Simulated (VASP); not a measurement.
Runs of VASP 6.6.1 on GaSb3. The structure is that of space group I4/mmm (No. 139), or close to it. The cells are those of the table. 

```csv
cell,gap on the mesh (eV),pressure (GPa)
"a = 4.849, b = 4.780, c = 5.123 Å, angles 58.5, 59.0, 64.3°, 4 atoms",none,11.5
"a = 4.938, b = 4.938, c = 5.122 Å, angles 58.8, 58.8, 62.5°, 4 atoms",none,(a)
"a = 4.849, b = 4.849, c = 5.122 Å, angles 58.1, 58.1, 63.8°, 4 atoms",none,11.4
"a = 5.411, b = 5.411, c = 5.122 Å, angles 61.8, 61.8, 56.5°, 4 atoms",none,(b)
"a = 5.313, b = 5.313, c = 5.122 Å, angles 61.2, 61.2, 57.6°, 4 atoms",none,-3.7
```

Alike in all rows: task single point; level LDA; potentials or basis VASP PAW LDA potentials, release 64 (Ga_d, Sb); no spin polarisation; k mesh 10 × 10 × 10; cutoff (eV) 520; smearing gaussian 0.15 eV.

Question: Estimate the missing entries.

Answer: (a) 6.7; (b) -4.9.

Caveats: spin-orbit coupling is left out, which moves the levels of the heavy elements.

A k mesh can miss the band edges, and the runs leave out spin-orbit coupling on Ga, Sb.

A gap of «none» marks levels without a gap at the run's occupations.
